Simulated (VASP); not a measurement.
# Cs2Au (F-43m) in VASP: notebook

The runs below take Cs2Au through single point, relaxation of cell and atoms, with PBE.

Program: VASP 6.6.1. These are calculated values, not measurements. Logs are shortened: lines on timing, memory, paths and dates and some standing lists are left out, and cuts for length are marked.

### Step 1. The cell of the first run

Symmetry: F-43m, No. 216, cubic system. Conventional cell: a = 8.060 Å, b = 8.060 Å, c = 8.060 Å, α = 90.00°, β = 90.00°, γ = 90.00°. Within 4.6 Å of Cs (site symmetry -43m) lie 4 Cs at 3.49 Å and 4 Au at 3.49 Å. Within 4.6 Å of Cs (site symmetry -43m) lie 4 Cs at 3.49 Å and 6 Au at 4.03 Å. Within 4.6 Å of Au (site symmetry -43m) lie 10 Cs at 3.49 to 4.03 Å.

### Step 2. Single point, PBE

INCAR reads:

```
SYSTEM = Cs2Au
PREC = Accurate
ENCUT = 520
EDIFF = 1E-7
ISMEAR = 0
SIGMA = 0.1
LREAL = .FALSE.
LASPH = .TRUE.
NELM = 80
ALGO = Fast
ISIF = 2
LWAVE = .FALSE.
LCHARG = .TRUE.
GGA = PE
LELF = .TRUE.
LVHAR = .TRUE.
NBANDS = 22
```

KPOINTS reads:

```
Automatic mesh
0
G
  4 4 4
  0 0 0
```

POSCAR reads:

```
Cs2Au
1.0
    0.0000000000      4.0300062500      4.0300062500
    4.0300062500      0.0000000000      4.0300062500
    4.0300062500      4.0300062500      0.0000000000
Cs Au
2 1
Direct
    0.0000000000      0.0000000000      0.0000000000
    0.2500000000      0.2500000000      0.2500000000
    0.7500000000      0.7500000000      0.7500000000
```

Potentials or basis: VASP PAW PBE potentials, release 64 (Cs_sv, Au).

On the command line:

```sh
> cat potpaw_PBE.64/Cs_sv/POTCAR potpaw_PBE.64/Au/POTCAR > POTCAR
> mpirun -np 1 vasp_std > vasp.out
```

OUTCAR:

```text
SYSTEM = Cs2Au
   PREC = Accurate
   ENCUT = 520
   EDIFF = 1E-7
   ISMEAR = 0
   LREAL = .FALSE.
   LASPH = .TRUE.
   NELM = 80
   ISIF = 2
   GGA = PE

 ion  position               nearest neighbor table
   1  0.000  0.000  0.000-
   2  0.250  0.250  0.250-
   3  0.750  0.750  0.750-

  LATTYP: Found a face centered cubic cell.
 ALAT       =     8.0600125000

  Lattice vectors:

 A1 = (   0.0000000000,   4.0300062500,   4.0300062500)
 A2 = (   4.0300062500,   0.0000000000,   4.0300062500)
 A3 = (   4.0300062500,   4.0300062500,   0.0000000000)

Analysis of symmetry for initial positions (statically):
=====================================================================
 Subroutine PRICEL returns:
 Original cell was already a primitive cell.

 Routine SETGRP: Setting up the symmetry group for a
 face centered cubic supercell.

 Subroutine GETGRP returns: Found 24 space group operations
 (whereof 24 operations were pure point group operations)
 out of a pool of 48 trial point group operations.

The static configuration has the point symmetry T_d .

Analysis of symmetry for dynamics (positions and initial velocities):
=====================================================================
 Subroutine PRICEL returns:
 Original cell was already a primitive cell.

 Routine SETGRP: Setting up the symmetry group for a
 face centered cubic supercell.

 Subroutine GETGRP returns: Found 24 space group operations
 (whereof 24 operations were pure point group operations)
 out of a pool of 48 trial point group operations.

The dynamic configuration has the point symmetry T_d .

 Subroutine INISYM returns: Found 24 space group operations
 (whereof 24 operations are pure point group operations),
 and found     1 'primitive' translations

----------------------------------------------------------------------------------------

                                     Primitive cell

  volume of cell :     130.9023

  direct lattice vectors                    reciprocal lattice vectors
     0.000000000  4.030006250  4.030006250    -0.124069286  0.124069286  0.124069286
     4.030006250  0.000000000  4.030006250     0.124069286 -0.124069286  0.124069286
     4.030006250  4.030006250  0.000000000     0.124069286  0.124069286 -0.124069286

  length of vectors
     5.699289495  5.699289495  5.699289495     0.214894308  0.214894308  0.214894308

  position of ions in fractional coordinates (direct lattice)
     0.000000000  0.000000000  0.000000000
     0.250000000  0.250000000  0.250000000
     0.750000000  0.750000000  0.750000000

  ion indices of the primitive-cell ions
   primitive index   ion index
                 1           1
                 2           2
                 3           3

----------------------------------------------------------------------------------------

 KPOINTS: Automatic mesh

Automatic generation of k-mesh.
 Grid dimensions read from file:
 generate k-points for:    4    4    4

 Generating k-lattice:

  Cartesian coordinates                     Fractional coordinates (reciprocal lattice)
    -0.031017322  0.031017322  0.031017322     0.250000000  0.000000000  0.000000000
     0.031017322 -0.031017322  0.031017322     0.000000000  0.250000000  0.000000000
     0.031017322  0.031017322 -0.031017322     0.000000000  0.000000000  0.250000000

  Length of vectors
     0.053723577  0.053723577  0.053723577

  Shift w.r.t. Gamma in fractional coordinates (k-lattice)
     0.000000000  0.000000000  0.000000000

 Subroutine IBZKPT returns following result:
 ===========================================

 Found      8 irreducible k-points:

 Following reciprocal coordinates:
            Coordinates               Weight
  0.000000  0.000000  0.000000      1.000000
  0.250000  0.000000  0.000000      8.000000
  0.500000  0.000000  0.000000      4.000000
  0.250000  0.250000  0.000000      6.000000
  0.500000  0.250000  0.000000     24.000000
 -0.250000  0.250000  0.000000     12.000000
  0.500000  0.500000  0.000000      3.000000
 -0.250000  0.500000  0.250000      6.000000
   k-points           NKPTS =      8   k-points in BZ     NKDIM =      8   number of bands    NBANDS=     22
   number of dos      NEDOS =    301   number of ions     NIONS =      3
   total plane-waves  NPLWV =  74088
   dimension x,y,z NGX =    42 NGY =   42 NGZ =   42
   dimension x,y,z NGXF=    84 NGYF=   84 NGZF=   84
   ions per type =               2   1
   NGX,Y,Z   is equivalent  to a cutoff of  12.25, 12.25, 12.25 a.u.
   NGXF,Y,Z  is equivalent  to a cutoff of  24.50, 24.50, 24.50 a.u.
 SYSTEM =  Cs2Au
   PREC   = accura    normal or accurate (medium, high low for compatibility)
   ISTART =      0    job   : 0-new  1-cont  2-samecut
   ICHARG =      2    charge: 1-file 2-atom 10-const
   ISPIN  =      1    spin polarized calculation?
   LNONCOLLINEAR =      F non collinear calculations
   LSORBIT =      F    spin-orbit coupling
   LASPH  =      T    aspherical Exc in radial PAW
   ENCUT  =  520.0 eV  38.22 Ry    6.18 a.u.  10.60 10.60 10.60*2*pi/ulx,y,z
   NELM   =     80;   NELMIN=  2; NELMDL= -5     # of ELM steps
   EDIFF  = 0.1E-06   stopping-criterion for ELM
   LREAL  =      F    real-space projection
   EDIFFG = 0.1E-05   stopping-criterion for IOM
   NSW    =      0    number of steps for IOM
   IBRION =     -1    ionic relax: 0-MD 1-quasi-New 2-CG
   NFREE  =      0    steps in history (QN), initial steepest desc. (CG)
   ISIF   =      2    stress and relaxation
   ISYM   =      2    0-nonsym 1-usesym 2-fastsym
   POTIM  = 0.5000    time-step for ionic-motion
   TEBEG  =    0.0;   TEEND  =   0.0 temperature during run
   PSTRESS=    0.0 pullay stress
   NELECT =      29.0000    total number of electrons
   NUPDOWN=      -1.0000    fix difference up-down
   EMIN   =  10.00;   EMAX   =-10.00  energy-range for DOS
   EFERMI =   0.00;   METHOD = LEGACY
   ISMEAR =     0;   SIGMA  =   0.10  broadening in eV -4-tet -1-fermi 0-gaus
   EFERMI_NEDOS =   21; number of points for ismear=-14 and -15
   IALGO  =     68    algorithm
   IMIX   =      4    mixing-type and parameters
     AMIX     =   0.40;   BMIX     =  1.00
     AMIX_MAG =   1.60;   BMIX_MAG =  1.00
  volume/ion in A,a.u.               =      43.63       294.46
  Fermi-wavevector in a.u.,A,eV,Ry     =   0.990585  1.871934 13.350836  0.981259
  Thomas-Fermi vector in A             =   2.122266
   LORBIT       =      0    0 simple, 1 ext, 2 COOP (PROOUT), +10 PAW based schemes
   GGA     = PE    functional components
   LHFCALC =     F    Hartree Fock is set to
   AEXX    =    0.0000 exact exchange contribution
   IVDW    =     0    specifies the selected vdW correction
   LEPSILON=     F    determine dielectric tensor
   LRPA    =     F    only Hartree local field effects (RPA)
 non-spin polarized calculation
 RMM-DIIS sequential band-by-band and
 Gauss-broadening in eV      SIGMA  =   0.10
  energy-cutoff  :      520.00
  volume of cell :      130.90
 maximum number of plane-waves:      3543
   NGX = 21   NGY = 21   NGZ = 21

 number of electron      28.9999996 magnetization

 Free energy of the ion-electron system (eV)
  ---------------------------------------------------
  ext. energy  EPLUGINS =         0.00000000
  ---------------------------------------------------
  free energy    TOTEN  =        -4.63183108 eV

  energy without entropy =       -4.60484864  energy(sigma->0) =       -4.61833986

 E-fermi :   3.2856     XC(G=0):  -8.1804

 val. band max:        3.2506864827   @ k =   0.5000   0.2500   0.0000
 cond. band min:       3.3009725957   @ k =   0.5000   0.5000   0.0000
 fundamental gap:      0.0502861129
 Fermi energy:         3.2855508253

 k-point     1 :       0.0000    0.0000    0.0000
  band No.  band energies     occupation
      1     -20.7129      2.00000
      2     -19.9655      2.00000
      3      -7.8319      2.00000
      4      -7.8319      2.00000
      5      -7.8319      2.00000
      6      -6.7148      2.00000
[... 14 lines left out ...]
     21       7.0198      0.00000
     22       7.0198      0.00000

 k-point     2 :       0.2500    0.0000    0.0000
  band No.  band energies     occupation
      1     -20.6489      2.00000
      2     -20.0388      2.00000
      3      -7.9242      2.00000
      4      -7.9242      2.00000
      5      -7.8898      2.00000
      6      -6.6660      2.00000
[... 14 lines left out ...]
     21       7.0498      0.00000
     22       7.0498      0.00000

 k-point     3 :       0.5000    0.0000    0.0000
  band No.  band energies     occupation
      1     -20.5645      2.00000
      2     -20.1323      2.00000
      3      -8.0025      2.00000
      4      -8.0025      2.00000
      5      -7.9683      2.00000
      6      -6.5735      2.00000
[... 14 lines left out ...]
     21       7.4335      0.00000
     22       8.6374      0.00000

 k-point     4 :       0.2500    0.2500    0.0000
  band No.  band energies     occupation
      1     -20.6241      2.00000
      2     -20.0667      2.00000
      3      -8.0225      2.00000
      4      -8.0225      2.00000
      5      -7.6760      2.00000
      6      -6.9307      2.00000
[... 14 lines left out ...]
     21       6.4507      0.00000
     22       6.6018      0.00000

 k-point     5 :       0.5000    0.2500    0.0000
  band No.  band energies     occupation
      1     -20.5275      2.00000
      2     -20.1725      2.00000
      3      -8.1878      2.00000
      4      -8.0891      2.00000
      5      -7.5858      2.00000
      6      -6.9633      2.00000
[... 14 lines left out ...]
     21       7.1822      0.00000
     22       7.7416      0.00000

 k-point     6 :      -0.2500    0.2500    0.0000
  band No.  band energies     occupation
      1     -20.5648      2.00000
      2     -20.1320      2.00000
      3      -8.1779      2.00000
      4      -8.0022      2.00000
      5      -7.6933      2.00000
      6      -6.8262      2.00000
[... 14 lines left out ...]
     21       6.8541      0.00000
     22       7.4080      0.00000

 k-point     7 :       0.5000    0.5000    0.0000
  band No.  band energies     occupation
      1     -20.4790      2.00000
      2     -20.2240      2.00000
      3      -8.1652      2.00000
      4      -8.1652      2.00000
      5      -7.3768      2.00000
      6      -7.2519      2.00000
[... 14 lines left out ...]
     21       7.1123      0.00000
     22       7.2743      0.00000

 k-point     8 :      -0.2500    0.5000    0.2500
  band No.  band energies     occupation
      1     -20.4789      2.00000
      2     -20.2240      2.00000
      3      -8.2085      2.00000
      4      -8.1818      2.00000
      5      -7.3439      2.00000
      6      -7.1734      2.00000
[... 14 lines left out ...]
     21       7.2453      0.00000
     22       7.8107      0.00000

------------------------ aborting loop because EDIFF is reached ----------------------------------------

  FORCE on cell =-STRESS in cart. coord.  units (eV):
  Direction    XX          YY          ZZ          XY          YZ          ZX
  --------------------------------------------------------------------------------------
  -------------------------------------------------------------------------------------
  Total        2.0489748      2.0489748      2.0489748      0.0000000      0.0000000      0.0000000
  in kB       25.0784125     25.0784125     25.0784125      0.0000000      0.0000000      0.0000000
  external PRESSURE =      25.0784125 kB  Pullay stress =       0.0000000 kB

 VOLUME and BASIS-vectors are now :
 -----------------------------------------------------------------------------
  energy-cutoff  :      520.00
  volume of cell :      130.90
      direct lattice vectors                 reciprocal lattice vectors
     0.000000000  4.030006250  4.030006250    -0.124069286  0.124069286  0.124069286
     4.030006250  0.000000000  4.030006250     0.124069286 -0.124069286  0.124069286
     4.030006250  4.030006250  0.000000000     0.124069286  0.124069286 -0.124069286

 POSITION                                       TOTAL-FORCE (eV/Angst)
 -----------------------------------------------------------------------------------
      0.00000      0.00000      0.00000         0.000000      0.000000      0.000000
      2.01500      2.01500      2.01500         0.000000      0.000000     -0.000000
      6.04501      6.04501      6.04501        -0.000000     -0.000000     -0.000000
 -----------------------------------------------------------------------------------
    total drift:                                0.000000      0.000000      0.000000

  FREE ENERGIE OF THE ION-ELECTRON SYSTEM (eV)
  ---------------------------------------------------
  free  energy   TOTEN  =        -4.6318310826 eV

  energy  without entropy=       -4.6048486356  energy(sigma->0) =       -4.61833986
```

Wall time 33 s (1 thread of Intel Xeon Platinum 8488C (Sapphire Rapids), shared host); peak memory 0.26 GiB.

Results:

```
Free energy : -4.6318 eV
Pressure    : 2.5 GPa
```

Caveat: spin-orbit coupling is left out, which moves the levels of the heavy elements.

### Step 3. Single point, PBE

This run uses another cell than the first one, of 51.56 Å³/atom, 1.182 times its volume.

INCAR reads:

```
ALGO     = Normal         # electronic algorithm
EDIFF    = 1E-6           # SCF threshold, eV
ENCUT    = 520            # plane-wave cutoff, eV
GGA      = PE             # functional
ISIF     = 2              # what is computed and relaxed
ISMEAR   = 0              # smearing method
LASPH    = True           # aspherical terms in the spheres
LCHARG   = False          # write CHGCAR
LREAL    = False          # projectors in reciprocal space
LWAVE    = False          # write WAVECAR
NBANDS   = 22             # bands
NELM     = 80             # most SCF steps
PREC     = Accurate       # precision mode
SIGMA    = 0.1            # smearing width, eV
```

KPOINTS reads:

```
k-points
0
Gamma
  4 4 4
```

POSCAR reads:

```
Cs2Au
1.0
    0.0000000000      4.2606471965      4.2606471965
    4.2606471965      0.0000000000      4.2606471965
    4.2606471965      4.2606471965      0.0000000000
Cs Au
2 1
Direct
    0.0000000000      0.0000000000      0.0000000000
    0.2500000000      0.2500000000      0.2500000000
    0.7500000000      0.7500000000      0.7500000000
```

Potentials or basis: VASP PAW PBE potentials, release 64 (Cs_sv, Au).

On the command line:

```sh
> cat potpaw_PBE.64/Cs_sv/POTCAR potpaw_PBE.64/Au/POTCAR > POTCAR
> mpirun -np 1 vasp_std > vasp.out
```

OUTCAR:

```text
EDIFF = 1E-6
   ENCUT = 520
   GGA = PE
   ISIF = 2
   ISMEAR = 0
   LASPH = True
   LREAL = False
   NELM = 80
   PREC = Accurate

 ion  position               nearest neighbor table
   1  0.000  0.000  0.000-
   2  0.250  0.250  0.250-
   3  0.750  0.750  0.750-

  LATTYP: Found a face centered cubic cell.
 ALAT       =     8.5212943930

  Lattice vectors:

 A1 = (   0.0000000000,   4.2606471965,   4.2606471965)
 A2 = (   4.2606471965,   0.0000000000,   4.2606471965)
 A3 = (   4.2606471965,   4.2606471965,   0.0000000000)

Analysis of symmetry for initial positions (statically):
=====================================================================
 Subroutine PRICEL returns:
 Original cell was already a primitive cell.

 Routine SETGRP: Setting up the symmetry group for a
 face centered cubic supercell.

[... 145 lines left out ...]
  ---------------------------------------------------
  ext. energy  EPLUGINS =         0.00000000
  ---------------------------------------------------
  free energy    TOTEN  =        -4.82344219 eV

  energy without entropy =       -4.79384962  energy(sigma->0) =       -4.80864591

 E-fermi :   2.5541     XC(G=0):  -7.5024

 val. band max:        2.5531461729   @ k =   0.5000   0.5000   0.0000
 cond. band min:       2.5631884356   @ k =  -0.2500   0.5000   0.2500
 fundamental gap:      0.0100422628
 Fermi energy:         2.5540674038

 k-point     1 :       0.0000    0.0000    0.0000
  band No.  band energies     occupation
      1     -21.5474      2.00000
      2     -21.0312      2.00000
      3      -8.5846      2.00000
      4      -8.5846      2.00000
      5      -8.5846      2.00000
      6      -7.7414      2.00000
[... 189 lines left out ...]
     21       5.9473      0.00000
     22       6.4243      0.00000

------------------------ aborting loop because EDIFF is reached ----------------------------------------

  FORCE on cell =-STRESS in cart. coord.  units (eV):
  Direction    XX          YY          ZZ          XY          YZ          ZX
  --------------------------------------------------------------------------------------
  -------------------------------------------------------------------------------------
  Total        0.3585128      0.3585128      0.3585128      0.0000000     -0.0000000     -0.0000000
  in kB        3.7132870      3.7132870      3.7132870      0.0000000     -0.0000000     -0.0000000
  external PRESSURE =       3.7132870 kB  Pullay stress =       0.0000000 kB

 VOLUME and BASIS-vectors are now :
 -----------------------------------------------------------------------------
  energy-cutoff  :      520.00
  volume of cell :      154.69
      direct lattice vectors                 reciprocal lattice vectors
     0.000000000  4.260647196  4.260647196    -0.117353063  0.117353063  0.117353063
     4.260647196  0.000000000  4.260647196     0.117353063 -0.117353063  0.117353063
     4.260647196  4.260647196  0.000000000     0.117353063  0.117353063 -0.117353063

 POSITION                                       TOTAL-FORCE (eV/Angst)
 -----------------------------------------------------------------------------------
      0.00000      0.00000      0.00000         0.000000      0.000000      0.000000
      2.13032      2.13032      2.13032         0.000000     -0.000000     -0.000000
      6.39097      6.39097      6.39097        -0.000000     -0.000000      0.000000
 -----------------------------------------------------------------------------------
    total drift:                                0.000000      0.000000      0.000000

  FREE ENERGIE OF THE ION-ELECTRON SYSTEM (eV)
  ---------------------------------------------------
  free  energy   TOTEN  =        -4.8234421927 eV

  energy  without entropy=       -4.7938496186  energy(sigma->0) =       -4.80864591
```

Run time: 31 s. Hardware: 1 thread of Intel Xeon Platinum 8488C (Sapphire Rapids), shared host; peak memory 0.31 GiB.

Results:

```yaml
Free_energy: -4.8234 eV
Pressure: 0.4 GPa
```

Caveat: spin-orbit coupling is left out, which moves the levels of the heavy elements.

[end of part 1 of 2]
